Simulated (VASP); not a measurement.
Input of a VASP 6.6.1 run:

Contents of INCAR:

```
SYSTEM = AlN
ALGO = Normal
EDIFF = 1E-6
ENCUT = 520
ISIF = 2
ISMEAR = 0
LASPH = .TRUE.
LCHARG = .TRUE.
LELF = .TRUE.
LREAL = .FALSE.
LVHAR = .TRUE.
LWAVE = .FALSE.
NBANDS = 16
NELM = 80
PREC = Accurate
SIGMA = 0.05
```

File KPOINTS:

```
k-points
0
G
  8 8 6
  0 0 0
```

The input POSCAR:

```
AlN
1.0
    0.0000000000     -2.0556581276     -2.0556581276
    0.0000000000      2.0556581276     -2.0556581276
    4.1113162551      0.0000000000      0.0000000000
Al N
2 2
Direct
    0.5279229310      0.4720770690      0.0000000000
   -0.0279229310      0.0279229310      0.5000000000
    0.4885639493      0.5114360507      0.5000000000
    0.0114360507      0.9885639493      0.0000000000
```

Potentials or basis: VASP PAW LDA potentials, release 64 (Al, N).

Command:

```bash
$ cat potpaw_LDA.64/Al/POTCAR potpaw_LDA.64/N/POTCAR > POTCAR
$ mpirun -np 1 vasp_std > vasp.out
```

Task: Estimate the pressure.

Result: -16.3 GPa.

Task: Predict the largest force.

Result: 1.046 eV/Å.

Stress tensor (GPa, compression positive):
```
-15.66   0.00   0.00
  0.00 -15.13   0.00
  0.00   0.00 -17.97
```

Caveat: forces of over 1 eV/Å act on the atoms, so gaps and moduli don't describe the material at rest.
